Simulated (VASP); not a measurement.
Crystal: Y.

```
Y
1.0
    -2.02086    2.02086    2.02086
     2.02086   -2.02086    2.02086
     2.02086    2.02086   -2.02086
Y
1
Direct
  0.00000 0.00000 0.00000
```

| Quantity | Value |
| --- | --- |
| Program | VASP 6.6.1 |
| Task | relaxation of cell and atoms |
| Functional | PBEsol |
| Potentials or basis | VASP PAW PBE potentials, release 64 (Y_sv) |
| Cutoff | 600 eV |
| k mesh | 11 × 11 × 11 |
| Occupations | fermi-dirac, width 0.1 eV |
| Spin | no spin polarisation |

At the start: pressure -1.9 GPa; volume 33.01 Å³/atom.

**Question.** Where does the relaxation end?

**Answer.** Over 3 steps the energy falls by 9.8 meV/atom and the volume is 31.38 Å³/atom (-4.9 %); space group Im-3m (No. 229, to 0.05 Å).

The path:
```tsv
step	energy change (eV)	largest force (eV/Å)	pressure (GPa)	volume (Å³)
1	0.0000	0.0000	-1.86	33.01
2	-0.0097	0.0000	0.23	31.21
3	-0.0098	0.0000	0.00	31.38
```

Final structure:
```
Y
1.0
    -1.98710    1.98710    1.98710
     1.98710   -1.98710    1.98710
     1.98710    1.98710   -1.98710
Y
1
Direct
  0.00000 0.00000 0.00000
```

Caveat: the PAW data sets were made with another functional, which shifts forces and pressure a little.
